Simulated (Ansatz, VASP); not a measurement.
# One calculation of InO2, two programs

```xyz
3
Lattice="0.0000 2.7024 2.7024 2.7024 0.0000 2.7024 2.7024 2.7024 0.0000" Properties=species:S:1:pos:R:3 pbc="T T T"
In    0.0000    0.0000    0.0000
O     4.0537    4.0537    4.0537
O     2.7024    2.7024    2.7024
```

Alike in both runs: task relaxation of cell and atoms; functional PBE; k mesh 6 × 6 × 6; occupations gaussian, width 0.1 eV; collinear spin.

```csv
,VASP,Ansatz
version,VASP 6.6.1,Ansatz 0.2.0
potentials or method,"VASP PAW PBE potentials, release 64 (In_d, O), cutoff 600 eV","scalar-relativistic, plane waves, PAW"
valence electrons in the cell,25,25
```

```csv
,VASP,Ansatz,Ansatz less VASP
"gap on the k mesh at the Fermi level, each at its own relaxed structure (eV)",none,none,-
net moment per atom (μB),0.34,0.34,0.000
size of the moment on the site where the two differ most (μB),0.60,0.68,+0.078
relaxed volume (Å³/atom),12.37,12.37,+0.005
relaxed cell length with the largest relative difference (Å),3.744,3.744,+0.0005
```

Site moments also hang on the region over which each program counts them. A gap of «none» marks a metal or a gap that the smearing closes.
